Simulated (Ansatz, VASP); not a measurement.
# One calculation of SnSe2, two programs

The input INCAR:

```
ALGO = Normal
EDIFF = 1E-7
EDIFFG = -0.05
ENCUT = 600
GGA = PE
IBRION = 2
ISIF = 3
ISMEAR = 0
IVDW = 12
LASPH = True
LCHARG = False
LREAL = False
LWAVE = False
NELM = 100
NSW = 100
PREC = Accurate
SIGMA = 0.1
```

The input KPOINTS:

```
k-points
0
Gamma
  6 6 4
```

File POSCAR:

```
SnSe2
1.0
    3.8110000000      0.0000000000      0.0000000000
   -1.9055000000      3.3004228138      0.0000000000
    0.0000000000      0.0000000000      6.1360000000
Sn Se
1 2
Direct
    0.0000000000      0.0000000000      0.0000000000
    0.3333333333      0.6666666667      0.2490000000
    0.6666666667      0.3333333333      0.7510000000
```

Input for Ansatz:

```yaml
crystal:
  lattice:
    - [3.811, 0.0, 0.0]
    - [-1.9055, 3.3004228138, 0.0]
    - [0.0, 0.0, 6.136]
  atoms:
    - { symbol: Sn, position: [0.0, 0.0, 0.0] }
    - { symbol: Se, position: [0.3333333333, 0.6666666667, 0.249] }
    - { symbol: Se, position: [0.6666666667, 0.3333333333, 0.751] }
basis:
  ecutwfc: 420
kpoints:
  mp_grid: { grid: [6, 6, 4] }
hamiltonian:
  xc: pbe
  dispersion: d3bj
scf:
  occupations: { method: gaussian, width: 0.1 }
output:
  forces: true
  stress: true
  eigenvalues: true
relax:
  adjacent_minimum: "off"
  f_tol: 0.05
  max_steps: 80
  cell: { stress_tol: 0.5 }
```

Alike in both runs: task relaxation of cell and atoms; functional PBE; dispersion D3(BJ); k mesh 6 × 6 × 4; occupations gaussian, width 0.1 eV; no spin polarisation.

|  | VASP | Ansatz |
| --- | --- | --- |
| version | VASP 6.6.1 | Ansatz 0.2.0 |
| potentials or method | VASP PAW PBE potentials, release 64 (Sn_d, Se), cutoff 600 eV | scalar-relativistic, plane waves, PAW |
| valence electrons in the cell | 26 | 46 |

```csv
,VASP,Ansatz,Ansatz less VASP
"gap on the k mesh at the Fermi level, each at its own relaxed structure (eV)",0.64,0.65,+0.017
relaxed volume (Å³/atom),25.63,25.64,+0.017
relaxed cell length with the largest relative difference (Å),6.021,6.028,+0.0069
```

VASP's potentials hold 26 valence electrons a cell and Ansatz's 46, so a difference there can come from the potentials and not from the codes.
